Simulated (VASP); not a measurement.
Write the native input for VASP 6.6.1 that does the following.

```
Task                   : single point
Functional             : RPBE
Dispersion             : D4
Potentials or basis    : VASP PAW PBE potentials, release 64 (W_sv)
Cutoff                 : 520 eV
k mesh                 : 12 × 12 × 12
Occupations            : fermi-dirac, width 0.05 eV
Spin                   : no spin polarisation
Dipole correction      : no
Further INCAR settings : ALGO = Normal; EDIFF = 1e-07; NBANDS = 13
```

The structure of W lies in POSCAR:

```
W
1.0
   -1.5823450000      1.5823450000      1.5823450000
    1.5823450000     -1.5823450000      1.5823450000
    1.5823450000      1.5823450000     -1.5823450000
W
1
Direct
    0.0000000000      0.0000000000      0.0000000000
```

One way to write it, as run:

INCAR

```
PREC = Accurate ; ENCUT = 520
EDIFF = 1E-7 ; ISMEAR = -1
SIGMA = 0.05 ; LREAL = F
LASPH = T ; NELM = 100
ALGO = Normal ; ISIF = 2
LWAVE = F ; LCHARG = F
GGA = RP ; IVDW = 13
NBANDS = 13
```

KPOINTS

```
regular mesh
0
Gamma
  12 12 12
```

Potentials or basis: VASP PAW PBE potentials, release 64 (W_sv).

Launch:

```bash
$ cat potpaw_PBE.64/W_sv/POTCAR > POTCAR
$ mpirun -np 1 vasp_std > vasp.out
```

It gave:

| Quantity | Value |
| --- | --- |
| Pressure | -1.8 GPa |
| Band gap on the k mesh | zero (band 7 reaches 16.70 eV, above the bottom of band 8 at 10.31 eV) |
| Dispersion energy per atom | -1.217 eV |

Caveat: the PAW data sets were made with another functional, which shifts forces and pressure a little; spin-orbit coupling is left out, which moves the levels of the heavy elements; pairwise dispersion overbinds metals, which lowers pressure and volume.

Run time: 8.6 s on 1 thread of Intel Xeon 6975P-C (shared host), peak memory 0.13 GiB.
